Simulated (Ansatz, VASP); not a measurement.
**MgO in VASP and in Ansatz**

The input INCAR:

```
  ALGO = Normal
  EDIFF = 1E-7
  ENCUT = 520
  GGA = PE
  ISIF = 2
  ISMEAR = -1
  LASPH = T
  LCHARG = F
  LREAL = F
  LWAVE = F
  NBANDS = 11
  NELM = 100
  PREC = Accurate
  SIGMA = 0.02
```

The input KPOINTS:

```
k-points
0
Gamma
  10 10 10
```

File POSCAR:

```
MgO
1.0
    0.0000000000      2.1021674155      2.1021674155
    2.1021674155      0.0000000000      2.1021674155
    2.1021674155      2.1021674155      0.0000000000
Mg O
1 1
Direct
    0.0000000000      0.0000000000      0.0000000000
    0.5000000000      0.5000000000      0.5000000000
```

Input for Ansatz:

```yaml
crystal:
  lattice:
    - [0.0, 2.1021674155, 2.1021674155]
    - [2.1021674155, 0.0, 2.1021674155]
    - [2.1021674155, 2.1021674155, 0.0]
  atoms:
    - { symbol: Mg, position: [0.0, 0.0, 0.0] }
    - { symbol: O, position: [0.5, 0.5, 0.5] }
kpoints:
  mp_grid: { grid: [10, 10, 10] }
  band_path:
    path:
      - [0.0, 0.0, 0.0]
      - [0.5, 0.0, 0.5]
      - [0.625, 0.25, 0.625]
      - [0.375, 0.375, 0.75]
      - [0.5, 0.5, 0.5]
      - [0.5, 0.25, 0.75]
    npoints: 1
hamiltonian:
  xc: pbe
scf:
  occupations: { method: fermi_dirac, width: 0.02 }
  n_extra_bands: 4
output:
  forces: true
  stress: true
  eigenvalues: true
```

Alike in both runs: task single point; functional PBE; k mesh 10 × 10 × 10; occupations fermi-dirac, width 0.02 eV; no spin polarisation.

|  | VASP | Ansatz |
| --- | --- | --- |
| version | VASP 6.6.1 | Ansatz 0.2.0 |
| potentials or method | VASP PAW PBE potentials, release 64 (Mg, O) | plane waves, PAW |
| plane-wave cutoff (eV) | 520 | 420 |
| valence electrons in the cell | 8 | 16 |

|  | VASP | Ansatz | Ansatz less VASP |
| --- | --- | --- | --- |
| gap on the k mesh at the Fermi level (eV) | 4.78 | 4.80 | +0.016 |
| pressure (GPa) | 4.9 | 5.6 | +0.72 |

VASP's potentials hold 8 valence electrons a cell and Ansatz's 16, so a difference there can come from the potentials and not from the codes.
